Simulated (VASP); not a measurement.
The system is Se.

```
Se
1.0
     4.36620    0.00000    0.00000
    -2.18310    3.78124    0.00000
     0.00000    0.00000    4.95360
Se
3
Direct
  0.77894 0.77804 0.00263
  0.00918 0.23606 0.65783
  0.22781 0.00178 0.32738
```

Base run:

| Quantity | Value |
| --- | --- |
| Program | VASP 6.6.1 |
| Functional | PBE |
| Potentials or basis | VASP PAW PBE potentials, release 64 (Se) |
| Cutoff | 520 eV |
| k mesh | 8 × 8 × 6 |
| Occupations | fermi-dirac, width 0.1 eV |
| Spin | no spin polarisation |

Its results: band gap on the k mesh 0.90 eV (least direct gap 1.14 eV); pressure 2.7 GPa; largest force 0.651 eV/Å.

Question: The run is repeated on the same cell with these changes: k mesh from 8 × 8 × 6 to 6 × 6 × 5; further incar settings from ALGO = Normal; EDIFF = 1e-07; NBANDS = 16 to ALGO = Normal; EDIFF = 1e-06; NBANDS = 16. What comes out?

Answer: Band gap on the k mesh 1.07 eV (least direct gap 1.40 eV); pressure 2.7 GPa; largest force 0.651 eV/Å.

Caveats: an odd mesh through Γ misses points on the zone boundary, where band edges can lie (at least some runs).
